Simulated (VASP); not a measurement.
A run of VASP 6.6.1 is set up as follows.

File INCAR:

```
SYSTEM = Rh
PREC     = Accurate       ! precision mode
ENCUT    = 520            ! plane-wave cutoff, eV
EDIFF    = 1E-7           ! SCF threshold, eV
ISMEAR   = 0              ! smearing method
SIGMA    = 0.15           ! smearing width, eV
LREAL    = .FALSE.        ! projectors in reciprocal space
LASPH    = .TRUE.         ! aspherical terms in the spheres
NELM     = 100            ! most SCF steps
ALGO     = Fast           ! electronic algorithm
ISIF     = 2              ! what is computed and relaxed
LWAVE    = .FALSE.        ! write WAVECAR
LCHARG   = .FALSE.        ! write CHGCAR
GGA      = PS             ! functional
NBANDS   = 38             ! bands
```

Contents of KPOINTS:

```
regular mesh
0
G
  18 18 6
  0 0 0
```

Contents of POSCAR:

```
Rh
1.0
    2.6488000000      0.0000000000      0.0000000000
   -1.3244000000      2.2939280895      0.0000000000
    0.0000000000      0.0000000000      8.9602000000
Rh
4
Direct
    0.0000000000      0.0000000000      0.0000000000
    0.3333333333      0.6666666667      0.2500000000
    0.0000000000      0.0000000000      0.5000000000
    0.6666666667      0.3333333333      0.7500000000
```

Potentials or basis: VASP PAW PBE potentials, release 64 (Rh_pv).

Command:

```sh
$ cat potpaw_PBE.64/Rh_pv/POTCAR > POTCAR
$ mpirun -np 1 vasp_std > vasp.out
```

Problem. Estimate the band gap on the k mesh.

Solution. Zero (band 30 reaches 12.82 eV, above the bottom of band 31 at 10.76 eV).

Problem. What does it give for the pressure?

Solution. -1.4 GPa.

Stress tensor (GPa, compression positive):
```
  3.08   0.00   0.00
  0.00   3.08   0.00
  0.00   0.00 -10.23
```

Caveat: the PAW data sets were made with another functional, which shifts forces and pressure a little.
